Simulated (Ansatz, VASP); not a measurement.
## CdS in VASP and in Ansatz

```
Cd S
1.0
     0.00000    2.75324    2.75324
     2.75324    0.00000    2.75324
     2.75324    2.75324    0.00000
Cd S
1 1
Direct
  0.00000 0.00000 0.00000
  0.50000 0.50000 0.50000
```

Alike in both runs: task single point; functional PBE-based screened hybrid with a share of 0.25 of exact exchange and HFSCREEN = 0.15; k mesh 4 × 4 × 4; occupations fermi-dirac, width 0.05 eV; no spin polarisation.

```csv
,VASP,Ansatz
version,VASP 6.6.1,Ansatz 0.2.0
potentials or method,"VASP PAW PBE potentials, release 64 (Cd, S)",Ansatz PAW
plane-wave cutoff (eV),520,420
valence electrons in the cell,18,26
```

```csv
,VASP,Ansatz,Ansatz less VASP
gap on the k mesh at the Fermi level (eV),1.38,1.38,+0.008
least direct gap on the mesh (eV),2.71,2.73,+0.020
pressure (GPa),-1.7,-2.0,-0.29
```

VASP's potentials were made for PBE, not for PBE-based screened hybrid. VASP's potentials hold 18 valence electrons a cell and Ansatz's 26, so a difference there can come from the potentials and not from the codes.

The k mesh is coarse, so the values compare programs but aren't converged.
